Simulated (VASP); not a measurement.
# Al3BN2 (R-3m) in VASP: notebook

The runs below take Al3BN2 through relaxation of cell and atoms, with PBE.

All numbers are computed with VASP 6.6.1; they aren't measurements. Logs are shortened: lines on timing, memory, paths and dates and some standing lists are left out, and cuts for length are marked.

## Step 1: The cell of the first run

It takes space group R-3m (No. 166, trigonal). The conventional cell has a = 4.835 Å, b = 4.835 Å, c = 11.441 Å, α = 90.00°, β = 90.00°, γ = 120.00°. Al (site symmetry 2/m) has 2 B at 2.36 Å and 4 Al at 2.42 Å and 6 N at 2.78 to 2.80 Å within 3.1 Å. B (site symmetry -3m) has 6 Al at 2.36 Å and 6 N at 2.83 Å within 3.1 Å. N (site symmetry 3m) has 9 Al at 2.78 to 2.80 Å and 4 N at 2.83 to 2.96 Å and 3 B at 2.83 Å within 3.7 Å.

The cell was generated, and may not be a known phase.

## Step 2: Relaxation of cell and atoms, PBE

INCAR

```
SYSTEM = Al3BN2
  PREC = Accurate
  ENCUT = 600
  EDIFF = 1E-7
  ISMEAR = 0
  SIGMA = 0.15
  LREAL = .False.
  LASPH = .True.
  NELM = 120
  ALGO = Normal
  ISIF = 3
  LWAVE = .False.
  LCHARG = .False.
  GGA = PE
  IBRION = 2
  NSW = 36
  EDIFFG = -0.08
  GGA_COMPAT = .False.
  NELMIN = 4
```

KPOINTS

```
regular mesh
0
Gamma
  3 3 3
  0 0 0
```

POSCAR

```
Al3BN2
1.0
    2.4172970400      1.3956271000      3.8137022600
   -2.4172970400      1.3956271000      3.8137022600
    0.0000000000     -2.7912541900      3.8137022600
Al B N
3 1 2
Direct
    0.0000000000      0.5000000000      0.0000000000
    0.5000000000      0.0000000000      0.0000000000
    0.0000000000      0.0000000000      0.5000000000
    0.0000000000      0.0000000000      0.0000000000
    0.6234802600      0.6234802600      0.6234802600
    0.3765197400      0.3765197400      0.3765197400
```

Potentials or basis: VASP PAW PBE potentials, release 64 (Al, B, N).

Command:

```console
$ cat potpaw_PBE.64/Al/POTCAR potpaw_PBE.64/B/POTCAR potpaw_PBE.64/N/POTCAR > POTCAR
$ mpirun -np 1 vasp_std > vasp.out
```

OUTCAR:

```text
SYSTEM = Al3BN2
   PREC = Accurate
   ENCUT = 600
   EDIFF = 1E-7
   ISMEAR = 0
   LREAL = .False.
   LASPH = .True.
   NELM = 120
   ISIF = 3
   GGA = PE
   IBRION = 2
   NSW = 36
   EDIFFG = -0.08
   NELMIN = 4

 ion  position               nearest neighbor table
   1  0.000  0.500  0.000-   4 2.36   4 2.36   3 2.42   3 2.42   2 2.42   2 2.42
   2  0.500  0.000  0.000-   4 2.36   4 2.36   3 2.42   3 2.42   1 2.42   1 2.42
   3  0.000  0.000  0.500-   4 2.36   4 2.36   2 2.42   1 2.42   1 2.42   2 2.42
   4  0.000  0.000  0.000-   3 2.36   3 2.36   1 2.36   2 2.36   1 2.36   2 2.36
   5  0.623  0.623  0.623-
   6  0.377  0.377  0.377-

  LATTYP: Found a trigonal (rhomboedric) cell.
 ALAT       =     4.7260369137
 COS(alpha) =     0.4767661683

  Lattice vectors:

 A1 = (   2.4172970400,   1.3956271000,   3.8137022600)
 A2 = (  -2.4172970400,   1.3956271000,   3.8137022600)
 A3 = (   0.0000000000,  -2.7912541900,   3.8137022600)

Analysis of symmetry for initial positions (statically):
=====================================================================
 Subroutine PRICEL returns:
 Original cell was already a primitive cell.

 Routine SETGRP: Setting up the symmetry group for a
 trigonal (rhombohedral) supercell.

 Subroutine GETGRP returns: Found 12 space group operations
 (whereof 12 operations were pure point group operations)
 out of a pool of 12 trial point group operations.

The static configuration has the point symmetry D_3d.

Analysis of symmetry for dynamics (positions and initial velocities):
=====================================================================
 Subroutine PRICEL returns:
 Original cell was already a primitive cell.

 Routine SETGRP: Setting up the symmetry group for a
 trigonal (rhombohedral) supercell.

 Subroutine GETGRP returns: Found 12 space group operations
 (whereof 12 operations were pure point group operations)
 out of a pool of 12 trial point group operations.

The dynamic configuration has the point symmetry D_3d.

 Subroutine INISYM returns: Found 12 space group operations
 (whereof 12 operations are pure point group operations),
 and found     1 'primitive' translations

----------------------------------------------------------------------------------------

                                     Primitive cell

  volume of cell :      77.1965

  direct lattice vectors                    reciprocal lattice vectors
     2.417297040  1.395627100  3.813702260     0.206842598  0.119420630  0.087404131
    -2.417297040  1.395627100  3.813702260    -0.206842598  0.119420630  0.087404131
     0.000000000 -2.791254190  3.813702260     0.000000000 -0.238841259  0.087404132

  length of vectors
     4.726036914  4.726036914  4.726036911     0.254331731  0.254331731  0.254331731

  position of ions in fractional coordinates (direct lattice)
     0.000000000  0.500000000  0.000000000
     0.500000000  0.000000000  0.000000000
     0.000000000  0.000000000  0.500000000
     0.000000000  0.000000000  0.000000000
     0.623480260  0.623480260  0.623480260
     0.376519740  0.376519740  0.376519740

  ion indices of the primitive-cell ions
   primitive index   ion index
                 1           1
                 2           2
                 3           3
                 4           4
                 5           5
                 6           6

----------------------------------------------------------------------------------------

 KPOINTS: regular mesh

Automatic generation of k-mesh.
 Grid dimensions read from file:
 generate k-points for:    3    3    3

 Generating k-lattice:

  Cartesian coordinates                     Fractional coordinates (reciprocal lattice)
     0.068947533  0.039806877  0.029134710     0.333333333  0.000000000  0.000000000
    -0.068947533  0.039806877  0.029134710     0.000000000  0.333333333  0.000000000
     0.000000000 -0.079613753  0.029134711     0.000000000  0.000000000  0.333333333

  Length of vectors
     0.084777244  0.084777244  0.084777244

  Shift w.r.t. Gamma in fractional coordinates (k-lattice)
     0.000000000  0.000000000  0.000000000

 Subroutine IBZKPT returns following result:
 ===========================================

 Found      6 irreducible k-points:

 Following reciprocal coordinates:
            Coordinates               Weight
  0.000000  0.000000  0.000000      1.000000
  0.333333  0.000000 -0.000000      6.000000
  0.333333  0.333333 -0.000000      6.000000
 -0.333333  0.333333  0.000000      6.000000
  0.333333  0.333333  0.333333      2.000000
 -0.333333  0.333333  0.333333      6.000000
   k-points           NKPTS =      6   k-points in BZ     NKDIM =      6   number of bands    NBANDS=     15
   number of dos      NEDOS =    301   number of ions     NIONS =      6
   total plane-waves  NPLWV =  64000
   dimension x,y,z NGX =    40 NGY =   40 NGZ =   40
   dimension x,y,z NGXF=    80 NGYF=   80 NGZF=   80
   ions per type =               3   1   2
[... 25 lines left out ...]
   EMIN   =  10.00;   EMAX   =-10.00  energy-range for DOS
   EFERMI =   0.00;   METHOD = LEGACY
   ISMEAR =     0;   SIGMA  =   0.15  broadening in eV -4-tet -1-fermi 0-gaus
   EFERMI_NEDOS =   21; number of points for ismear=-14 and -15
   IALGO  =     38    algorithm
   IMIX   =      4    mixing-type and parameters
     AMIX     =   0.40;   BMIX     =  1.00
     AMIX_MAG =   1.60;   BMIX_MAG =  1.00
  volume/ion in A,a.u.               =      12.87        86.82
  Fermi-wavevector in a.u.,A,eV,Ry     =   1.077333  2.035864 15.791549  1.160646
  Thomas-Fermi vector in A             =   2.213242
   LORBIT       =      0    0 simple, 1 ext, 2 COOP (PROOUT), +10 PAW based schemes
   GGA     = PE    functional components
   LHFCALC =     F    Hartree Fock is set to
   AEXX    =    0.0000 exact exchange contribution
   IVDW    =     0    specifies the selected vdW correction
   LEPSILON=     F    determine dielectric tensor
   LRPA    =     F    only Hartree local field effects (RPA)
 conjugate gradient relaxation of ions
 non-spin polarized calculation
 Gauss-broadening in eV      SIGMA  =   0.15
  energy-cutoff  :      600.00
  volume of cell :       77.20
 maximum number of plane-waves:      2619
 NGX is ok and might be reduce to    40
   NGX = 19   NGY = 19   NGZ = 19

--------------------------------------- Ionic step        1  -------------------------------------------

 number of electron      22.0000000 magnetization

 Free energy of the ion-electron system (eV)
  ---------------------------------------------------
  ext. energy  EPLUGINS =         0.00000000
  ---------------------------------------------------
  free energy    TOTEN  =       -23.72908322 eV

  energy without entropy =      -23.69034145  energy(sigma->0) =      -23.70971234

------------------------ aborting loop because EDIFF is reached ----------------------------------------

  FORCE on cell =-STRESS in cart. coord.  units (eV):
  Direction    XX          YY          ZZ          XY          YZ          ZX
  --------------------------------------------------------------------------------------
  -------------------------------------------------------------------------------------
  Total        4.5018010      4.5018010    -15.7348017     -0.0000000     -0.0000000      0.0000000
  in kB       93.4328137     93.4328137   -326.5685883     -0.0000000     -0.0000003      0.0000000
  external PRESSURE =     -46.5676536 kB  Pullay stress =       0.0000000 kB
[... 101 lines left out ...]
  FREE ENERGIE OF THE ION-ELECTRON SYSTEM (eV)
  ---------------------------------------------------
  free  energy   TOTEN  =       -29.3667653839 eV

  energy  without entropy=      -29.3234795159  energy(sigma->0) =      -29.34512245

 E-fermi :  10.0405     XC(G=0): -11.5084

 val. band max:        9.4030102545   @ k =  -0.3333   0.3333   0.3333
 cond. band min:      10.6816965271   @ k =  -0.3333   0.3333   0.0000
 fundamental gap:      1.2786862725
 Fermi energy:        10.0405353499

 k-point     1 :       0.0000    0.0000    0.0000
  band No.  band energies     occupation
      1      -8.0987      2.00000
      2      -3.0329      2.00000
      3      -1.4957      2.00000
      4       3.7406      2.00000
      5       3.7406      2.00000
      6       4.7105      2.00000
      7       5.4327      2.00000
      8       5.4327      2.00000
      9       6.1693      2.00000
     10       7.3783      2.00000
     11       7.3783      2.00000
     12      11.6719      0.00000
     13      13.0865      0.00000
     14      13.0865      0.00000
[... 77 lines left out ...]
      2      -3.7883      2.00000
      3      -1.0691      2.00000
      4       1.6053      2.00000
      5       1.8888      2.00000
      6       2.5022      2.00000
      7       4.5279      2.00000
      8       5.9334      2.00000
      9       7.2098      2.00000
     10       8.3338      2.00000
     11       9.4030      2.00000
     12      11.6072      0.00000
     13      12.6593      0.00000
     14      13.1751      0.00000
     15      14.6706      0.00000

[... ionic steps 4 to 8 ...]

--------------------------------------- Ionic step        9  -------------------------------------------

 number of electron      22.0000000 magnetization

------------------------ aborting loop because EDIFF is reached ----------------------------------------
[... 75 lines left out ...]
--------------------------------------- Ionic step       11  -------------------------------------------

 number of electron      21.9999999 magnetization

 Free energy of the ion-electron system (eV)
  ---------------------------------------------------
  ext. energy  EPLUGINS =         0.00000000
  ---------------------------------------------------
  free energy    TOTEN  =       -32.00520304 eV

  energy without entropy =      -32.00514468  energy(sigma->0) =      -32.00517386

 E-fermi :   8.4899     XC(G=0): -10.9571

 val. band max:        8.1084068322   @ k =  -0.3333   0.3333   0.3333
 cond. band min:       8.8713958135   @ k =  -0.3333   0.3333   0.0000
 fundamental gap:      0.7629889813
 Fermi energy:         8.4899013138

 k-point     1 :       0.0000    0.0000    0.0000
  band No.  band energies     occupation
      1      -8.7711      2.00000
      2      -3.8650      2.00000
      3      -2.7096      2.00000
      4       2.7971      2.00000
      5       2.7971      2.00000
      6       3.7000      2.00000
      7       4.5208      2.00000
      8       4.5208      2.00000
      9       5.0677      2.00000
     10       5.7739      2.00000
     11       5.7739      2.00000
     12       9.4759      0.00000
     13      11.3724      0.00000
     14      11.3724      0.00000
[... 122 lines left out ...]
  FREE ENERGIE OF THE ION-ELECTRON SYSTEM (eV)
  ---------------------------------------------------
  free  energy   TOTEN  =       -32.0052030423 eV

  energy  without entropy=      -32.0051446761  energy(sigma->0) =      -32.00517386

 reached required accuracy - stopping structural energy minimisation
```

It took 2.5 min on 1 thread of Intel Xeon Platinum 8259CL at 2.50GHz (Skylake/Cascade Lake), shared host; peak memory 0.25 GiB.

Results:

```
Free energy                           : -32.0052 eV
Relaxed volume                        : 10.92 Å³/atom
Relaxed cell                          : a = 4.031 Å, b = 4.031 Å, c = 4.031 Å, α = 89.87°, β = 89.87°, γ = 89.87°
Space group after relaxing (to 0.1 Å) : R-3m (No. 166)
Pressure after relaxing               : 0.3 GPa
Largest force after relaxing          : 0.038 eV/Å
Band gap on the k mesh                : 0.76 eV (least direct gap 1.64 eV)
```

Forces in eV/Å, atoms in the order of the input:
```
Al   0.000  0.000  0.000
Al   0.000  0.000  0.000
Al   0.000  0.000  0.000
B    0.000  0.000  0.000
N    0.000  0.000 -0.038
N    0.000  0.000  0.038
```

Final structure:
```
CELL_PARAMETERS angstrom
2.84742 1.64396 2.33277
-2.84742 1.64396 2.33277
0.00000 -3.28792 2.33277
ATOMIC_POSITIONS crystal
Al 0.00000 0.50000 0.00000
Al 0.50000 0.00000 0.00000
Al 0.00000 0.00000 0.50000
B 0.00000 0.00000 0.00000
N 0.61881 0.61881 0.61881
N 0.38119 0.38119 0.38119
```

Caveat: the k points lie up to 0.52 Å⁻¹ apart in the final cell; the volume moved by over 15 % at a fixed basis, so the end points are rough; semilocal functionals underestimate gaps, and a narrow one can read as zero; the relaxation stopped at a loose force limit of 0.08 eV/Å, so its end isn't a converged minimum. A k mesh can miss the band edges.

## Step 3: Relaxation of cell and atoms, PBE

This run uses another cell than the first one, of 14.57 Å³/atom.

INCAR

```
  PREC = Accurate
  ENCUT = 600
  EDIFF = 1E-7
  ISMEAR = 0
  SIGMA = 0.15
  LREAL = False
  LASPH = True
  NELM = 120
  ALGO = Normal
  ISIF = 3
  LWAVE = False
  LCHARG = False
  GGA = PE
  IBRION = 2
  NSW = 36
  EDIFFG = -0.08
  GGA_COMPAT = False
  NELMIN = 4
```

KPOINTS

```
Automatic mesh
0
Gamma
  3 3 3
```

POSCAR

```
Al3BN2
1.0
    2.1673623500      1.2513272400      5.3706810200
   -2.1673623500      1.2513272400      5.3706810200
    0.0000000000     -2.5026544800      5.3706810200
Al B N
3 1 2
Direct
    0.3582798400      0.3582798400      0.3582798400
    0.6417201600      0.6417201600      0.6417201600
    0.5000000000      0.5000000000      0.5000000000
    0.0000000000      0.0000000000      0.0000000000
    0.7306474700      0.7306474700      0.7306474700
    0.2693525300      0.2693525300      0.2693525300
```

Potentials or basis: VASP PAW PBE potentials, release 64 (Al, B, N).

Command:

```console
$ cat potpaw_PBE.64/Al/POTCAR potpaw_PBE.64/B/POTCAR potpaw_PBE.64/N/POTCAR > POTCAR
$ mpirun -np 1 vasp_std > vasp.out
```

It took 4.3 min on 1 thread of Intel Xeon Platinum 8259CL at 2.50GHz (Skylake/Cascade Lake), shared host; peak memory 0.34 GiB.

It converged, with:

| Item | Value |
| --- | --- |
| Free energy | -37.5188 eV |
| Relaxed volume | 9.32 Å³/atom |
| Relaxed cell | a = 8.067 Å, b = 8.067 Å, c = 8.067 Å, α = 20.42°, β = 20.42°, γ = 20.42° |
| Space group after relaxing (to 0.1 Å) | R-3m (No. 166) |
| Energy gained by relaxing | 2742.3 meV/atom |
| Ionic steps | 15 |
| Pressure after relaxing | 0.0 GPa |
| Largest force after relaxing | 0.030 eV/Å |
| Band gap on the k mesh | zero (bands 11 and 12 overlap by 5.79 eV) |

Forces in eV/Å, atoms in the order of the input:
```
Al   0.000  0.000 -0.012
Al   0.000  0.000  0.012
Al   0.000  0.000  0.000
B    0.000  0.000  0.000
N    0.000  0.000  0.030
N    0.000  0.000 -0.030
```

Stress tensor (GPa, compression positive):
```
-0.08  0.00  0.00
 0.00 -0.08  0.00
 0.00  0.00  0.12
```

The path:
| step | energy change (eV) | largest force (eV/Å) | pressure (GPa) | volume (Å³) |
| --- | --- | --- | --- | --- |
| 1 | 0.0000 | 20.3568 | 37.07 | 87.39 |
| 2 | -0.2219 | 5.1291 | -14.07 | 127.11 |
| 3 | -0.4285 | 5.0010 | -14.24 | 125.74 |
| 4 | -0.5994 | 4.8922 | -14.36 | 124.53 |
| 5 | -1.4379 | 4.3766 | -13.61 | 113.20 |
| 6 | -9.7286 | 0.2249 | -32.92 | 91.60 |
| 7 | -12.6750 | 1.3504 | -38.02 | 78.86 |
| 8 | -14.4232 | 3.9238 | 28.92 | 49.41 |
| 9 | -15.5923 | 2.7242 | -11.87 | 58.49 |
| 10 | -16.3031 | 0.1232 | 10.76 | 53.79 |
| 11 | -16.4322 | 0.4795 | 2.64 | 55.15 |
| 12 | -16.4325 | 0.5083 | 2.26 | 55.22 |
| 13 | -16.4500 | 0.2026 | -0.07 | 55.86 |
| 14 | -16.4516 | 0.1256 | -1.11 | 56.16 |
| 15 | -16.4539 | 0.0299 | -0.01 | 55.92 |

Final structure:
```cif
data_structure
_symmetry_space_group_name_H-M 'P 1'
_symmetry_Int_Tables_number 1
_cell_length_a 8.0670
_cell_length_b 8.0670
_cell_length_c 8.0670
_cell_angle_alpha 20.418
_cell_angle_beta 20.418
_cell_angle_gamma 20.418
_cell_volume 55.92
loop_
_atom_site_label
_atom_site_type_symbol
_atom_site_fract_x
_atom_site_fract_y
_atom_site_fract_z
_atom_site_occupancy
Al1 Al 0.39619 0.39619 0.39619 1
Al2 Al 0.60381 0.60381 0.60381 1
Al3 Al 0.50000 0.50000 0.50000 1
B1 B 0.00000 0.00000 0.00000 1
N1 N 0.78286 0.78286 0.78286 1
N2 N 0.21714 0.21714 0.21714 1
```

Levels at points of the mesh, in eV from the Fermi level:
| k point | band 7 | band 8 | band 9 | band 10 | band 11 | band 12 | band 13 | band 14 | band 15 |
| --- | --- | --- | --- | --- | --- | --- | --- | --- | --- |
| (0.00, 0.00, 0.00) | -0.51 | -0.07 | -0.07 | 0.00 | 4.79 | 5.63 | 5.63 | 6.44 | 8.10 |

Caveat: the k points lie up to 0.85 Å⁻¹ apart in the final cell, too coarse for converged energies and pressures of a metal; the volume moved by over 15 % at a fixed basis, so the end points are rough.

## Step 4: Relaxation of cell and atoms, PBE

This run uses another cell than the first one, of 15.31 Å³/atom.

INCAR

```
SYSTEM = Al3BN2
PREC = Accurate ; ENCUT = 600
EDIFF = 1E-7 ; ISMEAR = 0
SIGMA = 0.15 ; LREAL = .FALSE.
LASPH = .TRUE. ; NELM = 120
ALGO = Normal ; ISIF = 3
LWAVE = .FALSE. ; LCHARG = .FALSE.
GGA = PE ; IBRION = 2
NSW = 36 ; EDIFFG = -0.08
GGA_COMPAT = .FALSE. ; NELMIN = 4
```

KPOINTS

```
Automatic mesh
0
G
  3 3 3
  0 0 0
```

POSCAR

```
Al3BN2
1.0
    2.7384453900      1.5810421900      3.5360895200
   -2.7384453900      1.5810421900      3.5360895200
    0.0000000000     -3.1620843700      3.5360895200
Al B N
3 1 2
Direct
    0.7944582000      0.7944582000      0.7944582000
    0.2055418000      0.2055418000      0.2055418000
    0.0000000000      0.0000000000      0.0000000000
    0.5000000000      0.5000000000      0.5000000000
    0.3820227700      0.3820227700      0.3820227700
    0.6179772300      0.6179772300      0.6179772300
```

Command:

```console
$ cat potpaw_PBE.64/Al/POTCAR potpaw_PBE.64/B/POTCAR potpaw_PBE.64/N/POTCAR > POTCAR
$ mpirun -np 1 vasp_std > vasp.out
```

Run time: 5.3 min. Hardware: 1 thread of Intel Xeon Platinum 8259CL at 2.50GHz (Skylake/Cascade Lake), shared host; peak memory 0.24 GiB.

It converged, with:

```yaml
Free_energy: -33.9194 eV
Relaxed_volume: 12.43 Å³/atom
Relaxed_cell: a = 4.707 Å, b = 4.707 Å, c = 4.707 Å, α = 60.51°, β = 60.51°, γ = 60.51°
Space_group_after_relaxing_to_0.1_Å: R-3m (No. 166)
Pressure_after_relaxing: 0.0 GPa
Largest_force_after_relaxing: 0.014 eV/Å
Band_gap_on_the_k_mesh: zero (bands 11 and 12 overlap by 1.66 eV)
```

Forces on the atoms (eV/Å):
```
Al   0.000  0.000 -0.004
Al   0.000  0.000  0.004
Al   0.000  0.000  0.000
B    0.000  0.000  0.000
N    0.000  0.000  0.014
N    0.000  0.000 -0.014
```

Stress tensor (GPa, compression positive):
```
 0.17  0.00  0.00
 0.00  0.17  0.00
 0.00  0.00 -0.41
```

Final structure:
```xyz
6
Lattice="2.3715 1.3692 3.8280 -2.3715 1.3692 3.8280 0.0000 -2.7384 3.8280" Properties=species:S:1:pos:R:3 pbc="T T T"
Al    0.0000    0.0000    8.9124
Al    0.0000    0.0000    2.5715
Al    0.0000    0.0000    0.0000
B     0.0000    0.0000    5.7420
N     0.0000    0.0000    4.3927
N     0.0000    0.0000    7.0912
```

Levels at points of the mesh, in eV from the Fermi level:
| k point | band 7 | band 8 | band 9 | band 10 | band 11 | band 12 | band 13 | band 14 | band 15 |
| --- | --- | --- | --- | --- | --- | --- | --- | --- | --- |
| (0.00, 0.00, 0.00) | -5.29 | -4.48 | -4.48 | -0.68 | 0.23 | 0.23 | 1.01 | 1.01 | 1.39 |

Caveat: the k points lie up to 0.54 Å⁻¹ apart in the final cell, too coarse for converged energies and pressures of a metal; the volume moved by over 15 % at a fixed basis, so the end points are rough.

## Step 5: The runs side by side

| cell | gap on the mesh (eV) | pressure (GPa) | relaxed volume (Å³/atom) | largest force (eV/Å) |
| --- | --- | --- | --- | --- |
| relaxed from a = 4.726 Å, angles 61.5°, 6 atoms, atomic positions A | 0.76 | 0.3 | 10.92 | 0.04 |
| relaxed from a = 5.925 Å, angles 42.9°, 6 atoms, atomic positions B | none | 0.0 | 9.32 | 0.03 |
| relaxed from a = 4.744 Å, angles 70.5°, 6 atoms, atomic positions C | none | 0.0 | 12.43 | 0.01 |

Alike in all rows: task relaxation of cell and atoms; level PBE; potentials or basis VASP PAW PBE potentials, release 64 (Al, B, N); no spin polarisation; k mesh 3 × 3 × 3; cutoff (eV) 600; smearing gaussian 0.15 eV.

Caveats: all runs use coarse meshes; the volume moved by over 15 % at a fixed basis, so the end points are rough; semilocal functionals underestimate gaps, and a narrow one can read as zero (at least some runs); the relaxation stopped at a loose force limit of 0.08 eV/Å, so its end isn't a converged minimum (at least some runs).

Absolute energies hang on the potentials; compare differences alone.

The gap in the log of VASP goes by the Fermi energy; the results here count the filled bands.